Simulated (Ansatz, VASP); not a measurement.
# Two plane-wave programs on H4PtS2

```
Pt S H
1.0
    10.39000    0.00000    0.00000
     0.00000   11.68000    0.00000
     0.00000    0.00000   14.41000
Pt S H
1 2 4
Direct
  0.54374 0.49991 0.50001
  0.55644 0.50221 0.65510
  0.55644 0.49761 0.34493
  0.56704 0.61455 0.68024
  0.43311 0.49762 0.68774
  0.56704 0.38527 0.31978
  0.43311 0.50221 0.31228
```

Alike in both runs: task single point; functional PBE; k mesh 1 × 1 × 1; occupations gaussian, width 0.01 eV; no spin polarisation.

```csv
,VASP,Ansatz
version,VASP 6.6.1,Ansatz 0.2.0
potentials or method,"VASP PAW PBE potentials, release 64 (Pt, S, H), cutoff 520 eV","scalar-relativistic, plane waves, PAW"
valence electrons in the cell,26,34
```

```tsv
	VASP	Ansatz	Ansatz less VASP
gap on the k mesh at the Fermi level (eV)	3.21	3.25	+0.043
rms of the force components (eV/Å)	0.147	0.165	+0.0174
```

VASP's potentials hold 26 valence electrons a cell and Ansatz's 34, so a difference there can come from the potentials and not from the codes. Ansatz's warnings: structure snapped to symmetry.

Neither program's run includes spin-orbit coupling.
